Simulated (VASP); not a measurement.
Crystal: Sr2Ga2O3.

```
Sr Ga O
1.0
     3.44554    0.00000    0.00000
     0.00000    3.95924    0.00000
     0.00000    0.00000    8.83650
Sr Ga O
2 2 3
Direct
  0.50000 0.50000 0.23066
  0.50000 0.50000 0.76934
  0.00000 0.00000 0.00000
  0.00000 0.00000 0.50000
  0.00000 0.50000 0.00000
  0.00000 0.00000 0.22589
  0.00000 0.00000 0.77411
```

This cell differs from its parent crystal: atoms taken out.

| Item | Value |
| --- | --- |
| Program | VASP 6.6.1 |
| Task | relaxation of cell and atoms |
| Functional | PBE |
| Potentials or basis | VASP PAW PBE potentials, release 64 (Sr_sv, Ga_d, O) |
| Cutoff | 600 eV |
| k mesh | 6 × 4 × 2 |
| Occupations | gaussian, width 0.1 eV |
| Spin | no spin polarisation |

At the start: pressure 0.3 GPa; volume 17.22 Å³/atom.

Question: Where does the relaxation end?

Answer: Over 7 steps the energy falls by 3.5 meV/atom and the volume is 17.36 Å³/atom (+0.8 %); space group Pmmm (No. 47, to 0.1 Å) before and after.

The path:
```tsv
step	energy change (eV)	largest force (eV/Å)	pressure (GPa)	volume (Å³)
1	0.0000	0.1351	0.31	120.55
2	-0.0110	0.1334	0.10	121.12
3	-0.0181	0.1189	-0.38	122.21
4	-0.0212	0.1072	0.09	121.49
5	-0.0214	0.1028	0.23	121.26
6	-0.0242	0.0472	0.02	121.42
7	-0.0247	0.0189	-0.09	121.51
```

Final structure:
```
Sr Ga O
1.0
     3.52024    0.00000    0.00000
     0.00000    3.91406    0.00000
     0.00000    0.00000    8.81857
Sr Ga O
2 2 3
Direct
  0.50000 0.50000 0.22996
  0.50000 0.50000 0.77004
  0.00000 0.00000 0.00000
  0.00000 0.00000 0.50000
  0.00000 0.50000 0.00000
  0.00000 0.00000 0.23236
  0.00000 0.00000 0.76764
```

Caveat: the k points lie up to 0.40 Å⁻¹ apart in the final cell, too coarse for converged energies and pressures of a metal; the cell differs from its parent crystal (atoms taken out).
